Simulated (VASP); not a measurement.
# Bi (C2/c) in VASP: notebook

The runs below take Bi through single point, with LDA.

Program: VASP 6.6.1. These are calculated values, not measurements. Logs are shortened: lines on timing, memory, paths and dates and some standing lists are left out, and cuts for length are marked.

## Step 1: The cell of the first run

Symmetry: C2/c, No. 15, monoclinic system. The conventional cell has a = 4.540 Å, b = 7.862 Å, c = 11.832 Å, α = 90.00°, β = 92.58°, γ = 90.00°.

## Step 2: Single point, LDA (strain +0.0450 x Voigt [0, 0, 0, 0, 1, 0])

INCAR reads:

```
PREC = Accurate ; ENCUT = 520
EDIFF = 1E-6 ; ISMEAR = 0
SIGMA = 0.15 ; LREAL = F
LASPH = T ; NELM = 100
ALGO = Normal ; ISIF = 2
LWAVE = F ; LCHARG = F
GGA = CA ; NBANDS = 22
```

KPOINTS reads:

```
regular mesh
0
Gamma
  12 12 4
```

POSCAR reads:

```
Bi
1.0
    4.5390002997      0.0000000000      0.1021275067
   -2.2695001499      3.9308895673     -0.0510637534
    0.2661525000      0.0000000000     11.8290000000
Bi
2
Direct
    0.3333333333      0.6666666667      0.2500000000
    0.6666666667      0.3333333333      0.7500000000
```

Potentials or basis: VASP PAW LDA potentials, release 64 (Bi_d).

Started as:

```
> cat potpaw_LDA.64/Bi_d/POTCAR > POTCAR
> mpirun -np 1 vasp_std > vasp.out
```

OUTCAR:

```text
PREC = Accurate
   ENCUT = 520
   EDIFF = 1E-6
   ISMEAR = 0
   LREAL = F
   LASPH = T
   NELM = 100
   ISIF = 2
   GGA = CA

 ion  position               nearest neighbor table
   1  0.333  0.667  0.250-
   2  0.667  0.333  0.750-

  LATTYP: Found a base centered monoclinic cell.
 ALAT       =     4.5401490888
 B/A-ratio  =     1.7316125486
 C/A-ratio  =     2.6060804624
 COS(beta)  =    -0.0449772303

  Lattice vectors:

 A1 = (  -2.2695001499,   3.9308895673,  -0.0510637534)
 A2 = (  -2.2695001498,  -3.9308895673,  -0.0510637533)
 A3 = (   0.2661525000,   0.0000000000,  11.8290000000)

Analysis of symmetry for initial positions (statically):
=====================================================================
 Subroutine PRICEL returns:
 Original cell was already a primitive cell.

 Routine SETGRP: Setting up the symmetry group for a
 base centered monoclinic supercell.

 Subroutine GETGRP returns: Found  4 space group operations
 (whereof  2 operations were pure point group operations)
 out of a pool of  4 trial point group operations.

The static configuration has the point symmetry S_2 .
 The point group associated with its full space group is C_2h.

Analysis of symmetry for dynamics (positions and initial velocities):
=====================================================================
 Subroutine PRICEL returns:
 Original cell was already a primitive cell.

 Routine SETGRP: Setting up the symmetry group for a
 base centered monoclinic supercell.

 Subroutine GETGRP returns: Found  4 space group operations
 (whereof  2 operations were pure point group operations)
 out of a pool of  4 trial point group operations.

The dynamic configuration has the point symmetry S_2 .
 The point group associated with its full space group is C_2h.

 Subroutine INISYM returns: Found  4 space group operations
 (whereof  2 operations are pure point group operations),
 and found     1 'primitive' translations

----------------------------------------------------------------------------------------

                                     Primitive cell

  volume of cell :     210.9498

  direct lattice vectors                    reciprocal lattice vectors
[... 74 lines left out ...]
   ions per type =               2
   NGX,Y,Z   is equivalent  to a cutoff of  13.18, 13.18, 12.65 a.u.
   NGXF,Y,Z  is equivalent  to a cutoff of  26.36, 26.37, 25.29 a.u.
 SYSTEM =  unknown system
   PREC   = accura    normal or accurate (medium, high low for compatibility)
   ISTART =      0    job   : 0-new  1-cont  2-samecut
   ICHARG =      2    charge: 1-file 2-atom 10-const
   ISPIN  =      1    spin polarized calculation?
   LNONCOLLINEAR =      F non collinear calculations
   LSORBIT =      F    spin-orbit coupling
   LASPH  =      T    aspherical Exc in radial PAW
   ENCUT  =  520.0 eV  38.22 Ry    6.18 a.u.   8.44  8.44 22.00*2*pi/ulx,y,z
   NELM   =    100;   NELMIN=  2; NELMDL= -5     # of ELM steps
   EDIFF  = 0.1E-05   stopping-criterion for ELM
   LREAL  =      F    real-space projection
   EDIFFG = 0.1E-04   stopping-criterion for IOM
   NSW    =      0    number of steps for IOM
   IBRION =     -1    ionic relax: 0-MD 1-quasi-New 2-CG
   NFREE  =      0    steps in history (QN), initial steepest desc. (CG)
   ISIF   =      2    stress and relaxation
   ISYM   =      2    0-nonsym 1-usesym 2-fastsym
   POTIM  = 0.5000    time-step for ionic-motion
   TEBEG  =    0.0;   TEEND  =   0.0 temperature during run
   PSTRESS=    0.0 pullay stress
   NELECT =      30.0000    total number of electrons
   NUPDOWN=      -1.0000    fix difference up-down
   EMIN   =  10.00;   EMAX   =-10.00  energy-range for DOS
   EFERMI =   0.00;   METHOD = LEGACY
   ISMEAR =     0;   SIGMA  =   0.15  broadening in eV -4-tet -1-fermi 0-gaus
   EFERMI_NEDOS =   21; number of points for ismear=-14 and -15
   IALGO  =     38    algorithm
   IMIX   =      4    mixing-type and parameters
     AMIX     =   0.40;   BMIX     =  1.00
     AMIX_MAG =   1.60;   BMIX_MAG =  1.00
  volume/ion in A,a.u.               =     105.47       711.78
  Fermi-wavevector in a.u.,A,eV,Ry     =   0.854520  1.614809  9.935033  0.730204
  Thomas-Fermi vector in A             =   1.971129
   LORBIT       =      0    0 simple, 1 ext, 2 COOP (PROOUT), +10 PAW based schemes
   GGA     = CA    functional components
   LHFCALC =     F    Hartree Fock is set to
   AEXX    =    0.0000 exact exchange contribution
   IVDW    =     0    specifies the selected vdW correction
   LEPSILON=     F    determine dielectric tensor
   LRPA    =     F    only Hartree local field effects (RPA)
 non-spin polarized calculation
 Gauss-broadening in eV      SIGMA  =   0.15
  energy-cutoff  :      520.00
  volume of cell :      210.95
 maximum number of plane-waves:      5742
 NGX is ok and might be reduce to    36
   NGX = 17   NGY = 17   NGZ = 43

 number of electron      29.9999994 magnetization

 Free energy of the ion-electron system (eV)
  ---------------------------------------------------
  ext. energy  EPLUGINS =         0.00000000
  ---------------------------------------------------
  free energy    TOTEN  =        -3.56375779 eV

  energy without entropy =       -3.47097854  energy(sigma->0) =       -3.51736816

 E-fermi :  -1.3031     XC(G=0):  -5.6352

 val. band max:       -1.3080898695   @ k =   0.3333   0.0833   0.5000
 cond. band min:      -1.3022306691   @ k =   0.1667   0.2500   0.5000
 fundamental gap:      0.0058592004
 Fermi energy:        -1.3031289464

 k-point     1 :       0.0000    0.0000    0.0000
  band No.  band energies     occupation
      1     -24.1009      2.00000
      2     -24.1009      2.00000
      3     -24.1009      2.00000
      4     -24.1009      2.00000
      5     -24.0879      2.00000
      6     -24.0879      2.00000
[... 589 lines left out ...]
     21       4.3941      0.00000
     22       4.7626      0.00000

 [... further k-points ...]
[... 5 lines left out ...]
  --------------------------------------------------------------------------------------
  -------------------------------------------------------------------------------------
  Total       -6.8795549     -6.8882015     -0.6567066      0.0000000      0.0000000     -0.1201240
  in kB      -52.2506568    -52.3163287     -4.9877283      0.0000000      0.0000000     -0.9123497
  external PRESSURE =     -36.5182379 kB  Pullay stress =       0.0000000 kB

 VOLUME and BASIS-vectors are now :
 -----------------------------------------------------------------------------
  energy-cutoff  :      520.00
  volume of cell :      210.95
      direct lattice vectors                 reciprocal lattice vectors
     4.539000300  0.000000000  0.102127507     0.220424420  0.127197672 -0.004959549
    -2.269500150  3.930889567 -0.051063753     0.000000000  0.254395343  0.000000000
     0.266152500  0.000000000 11.829000000    -0.001903068  0.000000000  0.084580819

 POSITION                                       TOTAL-FORCE (eV/Angst)
 -----------------------------------------------------------------------------------
      0.06654      2.62059      2.95725         0.000000     -0.000556      0.000000
      2.46911      1.31030      8.92281        -0.000000      0.000556     -0.000000
 -----------------------------------------------------------------------------------
    total drift:                               -0.000000      0.000000     -0.000000

  FREE ENERGIE OF THE ION-ELECTRON SYSTEM (eV)
  ---------------------------------------------------
  free  energy   TOTEN  =        -3.5637577912 eV

  energy  without entropy=       -3.4709785361  energy(sigma->0) =       -3.51736816
```

Run time: 12 min. Hardware: 1 thread of Intel Xeon Platinum 8259CL at 2.50GHz (Skylake/Cascade Lake), shared host; peak memory 0.69 GiB.

Results:

- Free energy: -3.5638 eV
- Pressure: -3.7 GPa
- Band gap on the k mesh: zero (band 15 reaches 0.07 eV, above the bottom of band 16 at -2.05 eV)

Caveat: the cell differs from its parent crystal (strain +0.0450 x Voigt [0, 0, 0, 0, 1, 0]); spin-orbit coupling is left out, which moves the levels of the heavy elements.

## Step 3: Single point, LDA (strain -0.0600 x Voigt [0, 0, 0, 0, 1, 0])

INCAR reads:

```
SYSTEM = Bi
PREC     = Accurate       ! precision mode
ENCUT    = 520            ! plane-wave cutoff, eV
EDIFF    = 1E-7           ! SCF threshold, eV
ISMEAR   = 0              ! smearing method
SIGMA    = 0.15           ! smearing width, eV
LREAL    = .False.        ! projectors in reciprocal space
LASPH    = .True.         ! aspherical terms in the spheres
NELM     = 100            ! most SCF steps
ALGO     = Normal         ! electronic algorithm
ISIF     = 2              ! what is computed and relaxed
LWAVE    = .False.        ! write WAVECAR
LCHARG   = .False.        ! write CHGCAR
GGA      = CA             ! functional
NBANDS   = 22             ! bands
```

KPOINTS reads:

```
Automatic mesh
0
Gamma
  12 12 4
  0 0 0
```

POSCAR reads:

```
Bi
1.0
    4.5390002997      0.0000000000     -0.1361700090
   -2.2695001499      3.9308895673      0.0680850045
   -0.3548700000      0.0000000000     11.8290000000
Bi
2
Direct
    0.3333333333      0.6666666667      0.2500000000
    0.6666666667      0.3333333333      0.7500000000
```

Potentials or basis: VASP PAW LDA potentials, release 64 (Bi_d).

Started as:

```
> cat potpaw_LDA.64/Bi_d/POTCAR > POTCAR
> mpirun -np 1 vasp_std > vasp.out
```

Run time: 11 min. Hardware: 1 thread of Intel Xeon Platinum 8259CL at 2.50GHz (Skylake/Cascade Lake), shared host; peak memory 0.69 GiB.

The run converged. Its results:

```
Free energy            : -3.5631 eV
Pressure               : -3.7 GPa
Band gap on the k mesh : zero (band 15 reaches 0.07 eV, above the bottom of band 16 at -2.05 eV)
```

Stress tensor (GPa, compression positive):
```
-5.22  0.00  0.12
 0.00 -5.23  0.00
 0.12  0.00 -0.51
```

Levels at points of the mesh, in eV from the Fermi level:
| k point | band 13 | band 14 | band 15 | band 16 | band 17 | band 18 |
| --- | --- | --- | --- | --- | --- | --- |
| (0.00, 0.00, 0.00) | -0.85 | -0.33 | 1.37 | 1.37 | 1.38 | 1.38 |
| (0.50, 0.00, 0.00) | -1.41 | -1.37 | 0.06 | 0.20 | 0.68 | 0.71 |
| (0.00, 0.50, 0.00) | -1.41 | -1.37 | 0.06 | 0.21 | 0.68 | 0.71 |
| (0.00, 0.00, 0.50) | -0.62 | -0.62 | 1.38 | 1.38 | 1.38 | 1.38 |
| (0.50, 0.00, 0.50) | -1.40 | -1.38 | 0.10 | 0.17 | 0.70 | 0.70 |
| (0.00, 0.50, 0.50) | -1.39 | -1.39 | 0.14 | 0.14 | 0.70 | 0.70 |

Caveat: the cell differs from its parent crystal (strain -0.0600 x Voigt [0, 0, 0, 0, 1, 0]); spin-orbit coupling is left out, which moves the levels of the heavy elements.
